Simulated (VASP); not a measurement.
Input of a VASP 6.6.1 run:

Contents of INCAR:

```
  PREC = Accurate
  ENCUT = 520
  EDIFF = 1E-6
  ISMEAR = 0
  SIGMA = 0.1
  LREAL = False
  LASPH = True
  NELM = 150
  ALGO = Normal
  ISIF = 2
  LWAVE = False
  LCHARG = False
  ISPIN = 2
  MAGMOM = 3 3 3 -3 -3 3 -3 3 0 0
  LORBIT = 11
  LMAXMIX = 4
  GGA = PE
  NBANDS = 65
```

Contents of KPOINTS:

```
regular mesh
0
Gamma
  6 6 1
```

File POSCAR:

```
Co4W
1.0
    2.5914678400      0.0000000000      0.0000000000
   -1.2957339200      2.2442769800      0.0000000000
    0.0000000000      0.0000000000     20.3504158800
Co W
8 2
Direct
    0.3333333300      0.6666666700      0.9500000000
    0.3333333300      0.6666666700      0.1500000000
    0.3333333300      0.6666666700      0.3500000000
    0.3333333300      0.6666666700      0.5500000000
    0.6666666700      0.3333333300      0.8500000000
    0.6666666700      0.3333333300      0.0500000000
    0.6666666700      0.3333333300      0.4500000000
    0.6666666700      0.3333333300      0.6500000000
    0.3333333300      0.6666666700      0.7500000000
    0.6666666700      0.3333333300      0.2500000000
```

Potentials or basis: VASP PAW PBE potentials, release 64 (Co, W_sv).

Launch:

```sh
$ cat potpaw_PBE.64/Co/POTCAR potpaw_PBE.64/W_sv/POTCAR > POTCAR
$ mpirun -np 1 vasp_std > vasp.out
```

Question: Estimate the largest force.

Answer: 1.194 eV/Å.

Question: Estimate the net moment.

Answer: -0.01 μB per cell.

Question: Estimate the band gap on the k mesh.

Answer: Zero (filled and empty bands overlap).

Stress tensor (GPa, compression positive):
```
6.97 0.00 0.00
0.00 6.97 0.00
0.00 0.00 6.88
```

Caveat: the k points lie up to 0.47 Å⁻¹ apart, too coarse for converged energies and pressures of a metal; spin-orbit coupling is left out, which moves the levels of the heavy elements; forces of over 1 eV/Å act on the atoms, so gaps and moduli don't describe the material at rest.
